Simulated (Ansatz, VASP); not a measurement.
**Two plane-wave programs on KCl**

```
K Cl
1.0
     0.00000    3.14485    3.14485
     3.14485    0.00000    3.14485
     3.14485    3.14485    0.00000
K Cl
1 1
Direct
  0.00000 0.00000 0.00000
  0.50000 0.50000 0.50000
```

Alike in both runs: task single point; functional HSE06; k mesh 4 × 4 × 4; no spin polarisation.

|  | VASP | Ansatz |
| --- | --- | --- |
| version | VASP 6.6.1 | Ansatz 0.2.0 |
| potentials or method | VASP PAW PBE potentials, release 64 (K_sv, Cl) | plane waves, PAW |
| plane-wave cutoff (eV) | 520 | 420 |
| occupations | gaussian, width 0.01 eV | fixed |
| valence electrons in the cell | 16 | 16 |

Ansatz gave:

| Quantity | Value |
| --- | --- |
| gap on the k mesh at the Fermi level (eV) | 6.51 |
| pressure (GPa) | 0.5 |

Q: Which values does VASP return?

A: gap on the k mesh at the Fermi level (eV): 6.50; pressure (GPa): 0.5.

Ansatz's warnings: stress exchange threshold loose, stress scf threshold loose.

The k mesh is coarse, so the values compare programs but aren't converged.
